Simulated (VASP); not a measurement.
## TiB2 (AlB2 type): relaxation of shape and atoms at fixed volume with LDA

The system is TiB2 (AlB2 type).

```
Ti B
1.0
     2.77942    0.00000    0.00000
    -1.38971    2.40705    0.00000
     0.00000    0.00000    2.93312
Ti B
1 2
Direct
  0.00000 0.00000 0.00000
  0.33333 0.66667 0.50000
  0.66667 0.33333 0.50000
```

| Property | Result |
| --- | --- |
| Program | VASP 6.6.1 |
| Task | relaxation of shape and atoms at fixed volume |
| Functional | LDA |
| Potentials or basis | VASP PAW LDA potentials, release 64 (Ti_sv, B) |
| Cutoff | 600 eV |
| k mesh | 11 × 11 × 9 |
| Occupations | fermi-dirac, width 0.1 eV |
| Spin | no spin polarisation |
| Dipole correction | no |
| Further INCAR settings | ALGO = Normal; EDIFF = 1e-06; IBRION = 2; EDIFFG = -0.005; NSW = 50; ISIF = 4 |

```json
{
  "Energy gained by relaxing": "5.1 meV/atom",
  "Ionic steps": "3",
  "Pressure after relaxing": "95.8 GPa",
  "Band gap on the k mesh": "zero (bands 9 and 10 overlap by 1.05 eV)"
}
```

The path:
| step | energy change (eV) | largest force (eV/Å) | pressure (GPa) | volume (Å³) |
| --- | --- | --- | --- | --- |
| 1 | 0.0000 | 0.0000 | 96.85 | 19.62 |
| 2 | -0.0142 | 0.0000 | 95.50 | 19.62 |
| 3 | -0.0154 | 0.0000 | 95.76 | 19.62 |

Final structure:
```
Ti B
1.0
     2.80205    0.00000    0.00000
    -1.40103    2.42665    0.00000
     0.00000    0.00000    2.88592
Ti B
1 2
Direct
  0.00000 0.00000 0.00000
  0.33333 0.66667 0.50000
  0.66667 0.33333 0.50000
```

Levels at points of the mesh, in eV from the Fermi level:
```tsv
k point	band 5	band 6	band 7	band 8	band 9	band 10	band 11	band 12	band 13
(0.00, 0.00, 0.00)	-14.49	-3.44	-3.44	-2.72	-1.67	2.86	2.86	5.41	5.41
```

Wall time 44 s on 1 thread of Intel Xeon 8259CL, with other jobs on the host, peak memory 0.15 GiB.
